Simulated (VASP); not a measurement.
A run of VASP 6.6.1 is set up as follows.

File INCAR:

```
ALGO = Normal ; EDIFF = 1E-6
ENCUT = 520 ; GGA = PE
ISIF = 2 ; ISMEAR = 0
ISPIN = 2 ; LASPH = True
LCHARG = True ; LELF = True
LMAXMIX = 4 ; LORBIT = 11
LREAL = False ; LVHAR = True
LWAVE = False ; MAGMOM = 0 1 0 0
NBANDS = 27 ; NELM = 150
PREC = Accurate ; SIGMA = 0.1
```

File KPOINTS:

```
k-points
0
Gamma
  4 4 4
```

Contents of POSCAR:

```
NaTaSe2
1.0
    3.8488781616      0.0000000000      0.0000000000
    0.0000000000      3.8488781616      0.0000000000
    0.0000000000      0.0000000000      5.3290467471
Na Ta Se
1 1 2
Direct
    0.0000000000      0.0000000000      0.5000000000
    0.5000000000      0.5000000000      0.0000000000
    0.5000000000      0.5000000000      0.5000000000
    0.0000000000      0.0000000000      0.0000000000
```

Potentials or basis: VASP PAW PBE potentials, release 64 (Na_pv, Ta_pv, Se).

Command:

```sh
$ cat potpaw_PBE.64/Na_pv/POTCAR potpaw_PBE.64/Ta_pv/POTCAR potpaw_PBE.64/Se/POTCAR > POTCAR
$ mpirun -np 1 vasp_std > vasp.out
```

Q: Estimate the pressure.

A: 0.2 GPa.

Q: Predict the net moment.

A: 0.23 μB per cell.

Q: Estimate the site moments.

A: Na +0.00; Ta +0.14; Se +0.01, +0.00 μB.

Stress tensor (GPa, compression positive):
```
0.32 0.00 0.00
0.00 0.32 0.00
0.00 0.00 0.12
```

Caveat: the k points lie up to 0.41 Å⁻¹ apart.
